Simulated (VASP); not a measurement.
A run of VASP 6.6.1:

The input INCAR:

```
SYSTEM = Sc
ALGO     = Normal         ! electronic algorithm
EDIFF    = 1E-6           ! SCF threshold, eV
ENCUT    = 520            ! plane-wave cutoff, eV
GGA      = PE             ! functional
ISIF     = 2              ! what is computed and relaxed
ISMEAR   = 0              ! smearing method
LASPH    = .TRUE.         ! aspherical terms in the spheres
LCHARG   = .FALSE.        ! write CHGCAR
LREAL    = .FALSE.        ! projectors in reciprocal space
LWAVE    = .FALSE.        ! write WAVECAR
NBANDS   = 12             ! bands
NELM     = 60             ! most SCF steps
PREC     = Accurate       ! precision mode
SIGMA    = 0.05           ! smearing width, eV
```

KPOINTS

```
k-points
0
G
  16 16 16
  0 0 0
```

The input POSCAR:

```
Sc
1.0
    0.0000000000      2.2600000000      2.2600000000
    2.2600000000      0.0000000000      2.2600000000
    2.2600000000      2.2600000000      0.0000000000
Sc
1
Direct
    0.0000000000      0.0000000000      0.0000000000
```

Potentials or basis: VASP PAW PBE potentials, release 64 (Sc_sv).

Launch:

```console
$ cat potpaw_PBE.64/Sc_sv/POTCAR > POTCAR
$ mpirun -np 1 vasp_std > vasp.out
```

Hardware: 1 thread of Intel Xeon 6975P-C (shared host).

Task: Estimate the wall time of this run.

Result: It took 17 s on 1 thread of Intel Xeon 6975P-C (shared host), peak memory 0.16 GiB. Counts: scf iterations 12, k points 145.
